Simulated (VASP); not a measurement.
# SnO in VASP: notebook, part 2 of 2

VASP 6.6.1.

**3. Single point, PBE+D3(BJ)**

The input, INCAR:

```
SYSTEM = SnO
PREC     = Accurate       ! precision mode
ENCUT    = 520            ! plane-wave cutoff, eV
EDIFF    = 1E-6           ! SCF threshold, eV
ISMEAR   = 0              ! smearing method
SIGMA    = 0.05           ! smearing width, eV
LREAL    = .False.        ! projectors in reciprocal space
LASPH    = .True.         ! aspherical terms in the spheres
NELM     = 80             ! most SCF steps
ALGO     = Normal         ! electronic algorithm
ISIF     = 2              ! what is computed and relaxed
LWAVE    = .False.        ! write WAVECAR
LCHARG   = .True.         ! write CHGCAR
LDIPOL   = .True.       
IDIPOL   = 3            
DIPOL    = 0.5 0.5 0.394
GGA      = PE             ! functional
IVDW     = 12             ! dispersion correction
LELF     = .True.         ! ELF
LVHAR    = .True.       
LVACPOTAV= .True.       
NBANDS   = 50             ! bands
```

The input, KPOINTS:

```
regular mesh
0
Gamma
  7 7 1
  0 0 0
```

The input, POSCAR:

```
SnO
1.0
    3.8201636883      0.0000000000      0.0000000000
    0.0000000000      3.8201636883      0.0000000000
    0.0000000000      0.0000000000     22.2260802162
Sn O
4 4
Direct
    0.7500000000      0.2500000000      0.2024648501
    0.2500000000      0.7500000000      0.3087831971
    0.2500000000      0.8750000000      0.4797535150
    0.7500000000      0.3750000000      0.5860718620
    0.2500000000      0.2500000000      0.2556240236
    0.7500000000      0.7500000000      0.2556240236
    0.7500000000      0.8750000000      0.5329126885
    0.2500000000      0.3750000000      0.5329126885
```

Potentials or basis: VASP PAW PBE potentials, release 64 (Sn_d, O).

The run is started by

```bash
cat potpaw_PBE.64/Sn_d/POTCAR potpaw_PBE.64/O/POTCAR > POTCAR
mpirun -np 1 vasp_std > vasp.out
```

OUTCAR:

```text
SYSTEM = SnO
   PREC = Accurate
   ENCUT = 520
   EDIFF = 1E-6
   ISMEAR = 0
   LREAL = .False.
   LASPH = .True.
   NELM = 80
   ISIF = 2
   GGA = PE
   IVDW = 12
 IVDW          = 12

 ion  position               nearest neighbor table
   1  0.750  0.250  0.202-   5 2.25   6 2.25   6 2.25   5 2.25   2 3.59   2 3.59   2 3.59   2 3.59

   2  0.250  0.750  0.309-   5 2.25   6 2.25   5 2.25   6 2.25   1 3.59   1 3.59   1 3.59   1 3.59

   3  0.250  0.875  0.480-   7 2.25   8 2.25   8 2.25   7 2.25   4 3.59   4 3.59   4 3.59   4 3.59

   4  0.750  0.375  0.586-   7 2.25   8 2.25   7 2.25   8 2.25   3 3.59   3 3.59   3 3.59   3 3.59

   5  0.250  0.250  0.256-   1 2.25   2 2.25   2 2.25   1 2.25
   6  0.750  0.750  0.256-   1 2.25   2 2.25   1 2.25   2 2.25
   7  0.750  0.875  0.533-   3 2.25   4 2.25   4 2.25   3 2.25
   8  0.250  0.375  0.533-   3 2.25   4 2.25   3 2.25   4 2.25

  LATTYP: Found a simple tetragonal cell.
 ALAT       =     3.8201636883
 C/A-ratio  =     5.8180962989

  Lattice vectors:

 A1 = (   3.8201636883,   0.0000000000,   0.0000000000)
 A2 = (   0.0000000000,   3.8201636883,   0.0000000000)
 A3 = (   0.0000000000,   0.0000000000,  22.2260802162)

Analysis of symmetry for initial positions (statically):
=====================================================================
 Subroutine PRICEL returns:
 Original cell was already a primitive cell.

 Routine SETGRP: Setting up the symmetry group for a
 simple tetragonal supercell.

 Subroutine GETGRP returns: Found  4 space group operations
 (whereof  1 operations were pure point group operations)
 out of a pool of 16 trial point group operations.

The static configuration has the point symmetry C_1 .
 The point group associated with its full space group is C_2h.

Analysis of symmetry for dynamics (positions and initial velocities):
=====================================================================
 Subroutine PRICEL returns:
 Original cell was already a primitive cell.
[... 140 lines left out ...]
   IVDW    =    12    specifies the selected vdW correction
   LEPSILON=     F    determine dielectric tensor
   LRPA    =     F    only Hartree local field effects (RPA)
 non-spin polarized calculation
 Gauss-broadening in eV      SIGMA  =   0.05
  energy-cutoff  :      520.00
  volume of cell :      324.36
 maximum number of plane-waves:      8769
   NGX = 15   NGY = 15   NGZ = 83

 dipolmoment           0.000000      0.000000      0.000050 electrons x Angstroem

 number of electron      79.9999971 magnetization

 dipolmoment           0.000000      0.000000     -0.000002 electrons x Angstroem

 Free energy of the ion-electron system (eV)
  ---------------------------------------------------
  ext. energy  EPLUGINS =         0.00000000
  ---------------------------------------------------
  free energy    TOTEN  =       -45.02669205 eV

  energy without entropy =      -45.02669205  energy(sigma->0) =      -45.02669205

 E-fermi :   0.2009     XC(G=0):  -5.2579

 val. band max:       -0.0195900405   @ k =   0.1429   0.1429   0.0000
 cond. band min:       1.9995176344   @ k =   0.4286   0.0000   0.0000
 fundamental gap:      2.0191076749
 Fermi energy:         0.2009002907

 k-point     1 :       0.0000    0.0000    0.0000
  band No.  band energies     occupation
      1     -21.0312      2.00000
      2     -21.0309      2.00000
      3     -20.6709      2.00000
      4     -20.6707      2.00000
      5     -20.6371      2.00000
      6     -20.6362      2.00000
[... 837 lines left out ...]
     49       5.8178      0.00000
     50       6.1002      0.00000

------------------------ aborting loop because EDIFF is reached ----------------------------------------

 Edisp (eV)   -1.27239

 E8    (eV) :    -0.5623

  FORCE on cell =-STRESS in cart. coord.  units (eV):
  Direction    XX          YY          ZZ          XY          YZ          ZX
  --------------------------------------------------------------------------------------
  -------------------------------------------------------------------------------------
  Total       0.44729     0.49152     1.39261     0.00000     0.51096     0.00000
  in kB       2.20939     2.42786     6.87880     0.00000     2.52387     0.00000
  external pressure =        3.84 kB  Pullay stress =        0.00 kB

 VOLUME and BASIS-vectors are now :
 -----------------------------------------------------------------------------
  energy-cutoff  :      520.00
  volume of cell :      324.36
      direct lattice vectors                 reciprocal lattice vectors
     3.820163688  0.000000000  0.000000000     0.261768888  0.000000000  0.000000000
     0.000000000  3.820163688  0.000000000     0.000000000  0.261768888  0.000000000
     0.000000000  0.000000000 22.226080216     0.000000000  0.000000000  0.044992189

 POSITION                                       TOTAL-FORCE (eV/Angst)
 -----------------------------------------------------------------------------------
      2.86512      0.95504      4.50000         0.000000     -0.009631     -0.080979
      0.95504      2.86512      6.86304         0.000000     -0.066613     -0.186804
      0.95504      3.34264     10.66304         0.000000      0.066613      0.186804
      2.86512      1.43256     13.02608         0.000000      0.009631      0.080979
      0.95504      0.95504      5.68152         0.000000     -0.047840     -0.012417
      2.86512      2.86512      5.68152         0.000000      0.019373     -0.011148
      2.86512      3.34264     11.84456         0.000000     -0.019373      0.011148
      0.95504      1.43256     11.84456         0.000000      0.047840      0.012417
 -----------------------------------------------------------------------------------
    total drift:                                0.000000     -0.000000     -0.000085

  FREE ENERGIE OF THE ION-ELECTRON SYSTEM (eV)
  ---------------------------------------------------
  free  energy   TOTEN  =       -46.2990773149 eV

  energy  without entropy=      -46.2990773149  energy(sigma->0) =      -46.29907731

 vacuum level on the upper side and lower side of the slab         4.956         4.956
```

OSZICAR:

```text
N       E                     dE             d eps       ncg     rms          rms(c)
DAV:   1     0.943165777250E+03    0.94317E+03   -0.38290E+04  1696   0.180E+03
DAV:   2     0.138971643962E+03   -0.80419E+03   -0.77836E+03  1752   0.496E+02
DAV:   3    -0.379187710426E+02   -0.17689E+03   -0.16988E+03  1966   0.219E+02
[... 15 lines left out ...]
DAV:  19    -0.450266681480E+02   -0.33887E-04   -0.18354E-06  1254   0.128E-02    0.118E-03
DAV:  20    -0.450266865013E+02   -0.18353E-04   -0.10840E-06  1222   0.894E-03    0.154E-03
DAV:  21    -0.450266905396E+02   -0.40383E-05   -0.29956E-07  1128   0.387E-03    0.126E-03
DAV:  22    -0.450266918742E+02   -0.13347E-05   -0.17344E-07  1116   0.360E-03    0.293E-04
DAV:  23    -0.450266920521E+02   -0.17782E-06   -0.11203E-07  1122   0.198E-03
   1 F= -.46299077E+02 E0= -.46299077E+02  d E =-.112816E-10
```

It took 7.7 min on 1 thread of Oxide Virtual Turin-like, shared host; peak memory 0.42 GiB.

What came out:

```
Free energy                : -46.2991 eV
Largest force              : 0.198 eV/Å
Band gap on the k mesh     : 2.02 eV, indirect (least direct gap 2.23 eV)
Dispersion energy per atom : -0.159 eV
```

Forces in eV/Å, atoms in the order of the input:
```
Sn   0.000 -0.010 -0.081
Sn   0.000 -0.067 -0.187
Sn   0.000  0.067  0.187
Sn   0.000  0.010  0.081
O    0.000 -0.048 -0.012
O    0.000  0.019 -0.011
O    0.000 -0.019  0.011
O    0.000  0.048  0.012
```

Caveat: spin-orbit coupling is left out, which moves the levels of the heavy elements.
